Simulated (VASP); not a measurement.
Input of a VASP 6.6.1 run:

INCAR

```
SYSTEM = MoS
PREC     = Accurate       ! precision mode
ENCUT    = 520            ! plane-wave cutoff, eV
EDIFF    = 1E-6           ! SCF threshold, eV
ISMEAR   = 0              ! smearing method
SIGMA    = 0.1            ! smearing width, eV
LREAL    = .FALSE.        ! projectors in reciprocal space
LASPH    = .TRUE.         ! aspherical terms in the spheres
NELM     = 60             ! most SCF steps
ALGO     = Normal         ! electronic algorithm
ISIF     = 2              ! what is computed and relaxed
LWAVE    = .FALSE.        ! write WAVECAR
LCHARG   = .TRUE.         ! write CHGCAR
GGA      = PE             ! functional
LELF     = .TRUE.         ! ELF
LVHAR    = .TRUE.       
NBANDS   = 28             ! bands
```

Contents of KPOINTS:

```
regular mesh
0
G
  12 12 10
  0 0 0
```

The input POSCAR:

```
MoS
1.0
    4.0543178745      0.0000000000      0.0000000000
   -2.0271589373      3.5111422744      0.0000000000
    0.0000000000      0.0000000000      4.9683438283
Mo S
2 2
Direct
    0.3333333333      0.6666666667      0.2500000000
    0.6666666667      0.3333333333      0.7500000000
    0.3333333333      0.6666666667      0.7500000000
    0.6666666667      0.3333333333      0.2500000000
```

Potentials or basis: VASP PAW PBE potentials, release 64 (Mo_sv, S).

Launch:

```console
$ cat potpaw_PBE.64/Mo_sv/POTCAR potpaw_PBE.64/S/POTCAR > POTCAR
$ mpirun -np 1 vasp_std > vasp.out
```

Q: Predict the pressure.

A: 0.0 GPa.

Q: Estimate the band gap on the k mesh.

A: Zero (bands 20 and 21 overlap by 0.97 eV).
